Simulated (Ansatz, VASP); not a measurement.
**Two plane-wave programs on In**

Contents of INCAR:

```
PREC = Accurate ; ENCUT = 520
EDIFF = 1E-6 ; ISMEAR = -1
SIGMA = 0.1 ; LREAL = False
LASPH = True ; NELM = 80
ALGO = Normal ; ISIF = 2
LWAVE = False ; LCHARG = True
GGA = PE ; LELF = True
LVHAR = True ; NBANDS = 12
```

File KPOINTS:

```
regular mesh
0
Gamma
  8 8 8
```

The input POSCAR:

```
In
1.0
   -1.6302318076      1.6302318076      2.6570553528
    1.6302318076     -1.6302318076      2.6570553528
    1.6302318076      1.6302318076     -2.6570553528
In
1
Direct
    0.0000000000      0.0000000000      0.0000000000
```

Input for Ansatz:

```yaml
crystal:
  lattice:
    - [-1.6302318075995201, 1.63023180759952, 2.6570553527700955]
    - [1.6302318075995201, -1.63023180759952, 2.6570553527700955]
    - [1.6302318075995201, 1.6302318075995204, -2.6570553527700955]
  atoms:
    - { symbol: In, position: [-2.357623186524676e-33, -1.435924838484545e-33, -3.601717551146719e-33] }
kpoints:
  mp_grid:
    grid: [8, 8, 8]
hamiltonian:
  xc: pbe
scf:
  occupations:
    method: fermi_dirac
    width: 0.1
output:
  forces: true
  stress: true
```

Alike in both runs: task single point; functional PBE; k mesh 8 × 8 × 8; occupations fermi-dirac, width 0.1 eV; no spin polarisation.

|  | VASP | Ansatz |
| --- | --- | --- |
| version | VASP 6.6.1 | Ansatz 0.2.0 |
| potentials or method | VASP PAW PBE potentials, release 64 (In_d) | plane waves, PAW |
| plane-wave cutoff (eV) | 520 | 420 |
| valence electrons in the cell | 13 | 13 |

```tsv
	VASP	Ansatz	Ansatz less VASP
pressure (GPa)	-1.1	-1.1	+0.03
traceless stress, the component that is largest in VASP (GPa)	0.78	0.78	-0.001
```
